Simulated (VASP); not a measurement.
A run of VASP 6.6.1:

The input INCAR:

```
ALGO = Normal ; EDIFF = 1E-8
ENCUT = 520 ; GGA = PS
IBRION = 8 ; ISIF = 2
ISMEAR = -1 ; ISPIN = 2
LASPH = True ; LCHARG = True
LMAXMIX = 4 ; LORBIT = 11
LREAL = False ; LWAVE = False
MAGMOM = 1 1 1 0 ; NBANDS = 28
NELM = 150 ; NSW = 1
PREC = Accurate ; SIGMA = 0.05
```

The input KPOINTS:

```
k-points
0
Gamma
  8 8 8
```

Contents of POSCAR:

```
AlNi3
1.0
    0.0000000000      2.8018887551      2.8018887551
    2.8018887551      0.0000000000      2.8018887551
    2.8018887551      2.8018887551      0.0000000000
Ni Al
3 1
Direct
    0.7500000000      0.7500000000      0.7500000000
    0.0000000000      0.0000000000      0.0000000000
    0.2500000000      0.2500000000      0.2500000000
    0.5000000000      0.5000000000      0.5000000000
```

Potentials or basis: VASP PAW PBE potentials, release 64 (Ni, Al).

Run with:

```console
$ cat potpaw_PBE.64/Ni/POTCAR potpaw_PBE.64/Al/POTCAR > POTCAR
$ mpirun -np 1 vasp_std > vasp.out
```

Hardware: 1 thread of Intel(R) Xeon(R) 6975P-C (Granite Rapids), on a shared host.

How long does it take, and how much memory?

Wall time 8.6 min on 1 thread of Intel(R) Xeon(R) 6975P-C (Granite Rapids) (shared host), peak memory 0.54 GiB. Counts: scf iterations 71, k points 29.
